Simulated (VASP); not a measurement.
The system is Ca.

```
CELL_PARAMETERS angstrom
0.00000 3.89086 3.89086
3.89086 0.00000 3.89086
3.89086 3.89086 0.00000
ATOMIC_POSITIONS crystal
Ca 0.12500 0.12500 0.12500
Ca 0.87500 0.87500 0.87500
```

| Property | Result |
| --- | --- |
| Program | VASP 6.6.1 |
| Task | relaxation of cell and atoms |
| Functional | BLYP |
| Potentials or basis | VASP PAW PBE potentials, release 64 (Ca_sv) |
| Cutoff | 600 eV |
| k mesh | 7 × 7 × 7 |
| Occupations | fermi-dirac, width 0.1 eV |
| Spin | no spin polarisation |

At the start: pressure 2.4 GPa; volume 58.90 Å³/atom.

Task: How do energy, volume and symmetry change on relaxing?

Result: Over 4 steps the energy falls by 202.7 meV/atom and the volume is 92.22 Å³/atom (+56.6 %); space group Fd-3m (No. 227, to 0.05 Å).

Step by step:
| step | energy change (eV) | largest force (eV/Å) | pressure (GPa) | volume (Å³) |
| --- | --- | --- | --- | --- |
| 1 | 0.0000 | 0.0000 | 2.40 | 117.81 |
| 2 | -0.1945 | 0.0000 | 1.59 | 133.50 |
| 3 | -0.4042 | 0.0000 | -0.09 | 188.76 |
| 4 | -0.4055 | 0.0000 | -0.01 | 184.45 |

Final structure:
```xyz
2
Lattice="0.0000 4.5180 4.5180 4.5180 0.0000 4.5180 4.5180 4.5180 0.0000" Properties=species:S:1:pos:R:3 pbc="T T T"
Ca    1.1295    1.1295    1.1295
Ca    7.9065    7.9065    7.9065
```

Caveat: the volume moved by over 15 % at a fixed basis, so the end points are rough; the PAW data sets were made with another functional, which shifts forces and pressure a little.
